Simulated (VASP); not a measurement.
# MgO (Periclase): single point with PBE

**Measured values to compare with.**

From “Electronic structure of alkaline earth and post-transition metal oxides”, 2009, arxiv:0908.1581, for a bulk crystal of MgO: band gap 7.83 eV.

MgO (Periclase):

```
CELL_PARAMETERS angstrom
0.00000 2.12685 2.12685
2.12685 0.00000 2.12685
2.12685 2.12685 0.00000
ATOMIC_POSITIONS crystal
Mg 0.00000 0.00000 0.00000
O 0.50000 0.50000 0.50000
```

```yaml
Program: VASP 6.6.1
Task: single point
Functional: PBE
Potentials_or_basis: VASP PAW PBE potentials, release 64 (Mg, O)
Cutoff: 600 eV
k_mesh: 10 × 10 × 10
Occupations: gaussian, width 0.02 eV
Spin: no spin polarisation
```

```json
{"Pressure": "-1.0 GPa", "Band gap on the k mesh": "4.45 eV, direct"}
```

Levels at points of the mesh, in eV from the valence-band top:
| k point | band 1 | band 2 | band 3 | band 4 | band 5 | band 6 | band 7 | band 8 |
| --- | --- | --- | --- | --- | --- | --- | --- | --- |
| (0.00, 0.00, 0.00) | -17.11 | 0.00 | 0.00 | 0.00 | 4.45 | 15.63 | 15.63 | 15.63 |
| (0.50, 0.00, 0.00) | -15.90 | -4.49 | -0.62 | -0.62 | 7.71 | 12.27 | 16.01 | 16.01 |
| (0.50, 0.50, 0.00) | -15.66 | -3.96 | -1.31 | -1.31 | 9.08 | 9.65 | 12.79 | 18.53 |

It took 9.2 s on 1 thread of Intel Xeon 6975P-C (shared host), peak memory 0.14 GiB.

Measured gap of MgO: 7.83 eV (quoted in “Electronic structure of alkaline earth and post-transition metal oxides”, 2009, arxiv:0908.1581). This calculation gives 4.45 eV (-3.38 eV). The value is that of PBE, without temperature or zero-point motion. Semilocal functionals fall short of measured gaps as a rule.
